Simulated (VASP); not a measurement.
Wanted: the native input for a VASP 6.6.1 run.

```yaml
Task: single point
Functional: PBE
Potentials_or_basis: VASP PAW PBE potentials, release 64 (K_sv, F)
Cutoff: 520 eV
k_mesh: 6 × 6 × 4
Occupations: gaussian, width 0.02 eV
Spin: no spin polarisation
Dipole_correction: no
Further_INCAR_settings: ALGO = Normal; EDIFF = 1e-07; NBANDS = 24
```

The structure of KF lies in POSCAR:

```
KF
1.0
    2.6290222823      2.6290222823      0.0000000000
   -2.6290222823      2.6290222823      0.0000000000
    0.0000000000      0.0000000000      5.5182364607
K F
2 2
Direct
    0.0000000000      0.0000000000      0.0000000000
    0.5000000000      0.5000000000      0.5000000000
    0.5000000000      0.5000000000      0.0000000000
    0.0000000000      0.0000000000      0.5000000000
```

This cell differs from its parent crystal: biaxial strain in the a-b plane: -3.0 %.

One way to write it, as run:

INCAR

```
  ALGO = Normal
  EDIFF = 1E-7
  ENCUT = 520
  GGA = PE
  ISIF = 2
  ISMEAR = 0
  LASPH = True
  LCHARG = False
  LREAL = False
  LWAVE = False
  NBANDS = 24
  NELM = 100
  PREC = Accurate
  SIGMA = 0.02
```

KPOINTS

```
k-points
0
Gamma
  6 6 4
```

Potentials or basis: VASP PAW PBE potentials, release 64 (K_sv, F).

Run with:

```bash
$ cat potpaw_PBE.64/K_sv/POTCAR potpaw_PBE.64/F/POTCAR > POTCAR
$ mpirun -np 1 vasp_std > vasp.out
```

Results of the run:

The pressure is 1.6 GPa and the band gap on the k mesh is 6.13 eV.

Caveat: the cell differs from its parent crystal (biaxial strain in the a-b plane: -3.0 %).

Run time: 29 s on 1 thread of Intel(R) Xeon(R) 6975P-C (Granite Rapids), on a shared host, peak memory 0.19 GiB.
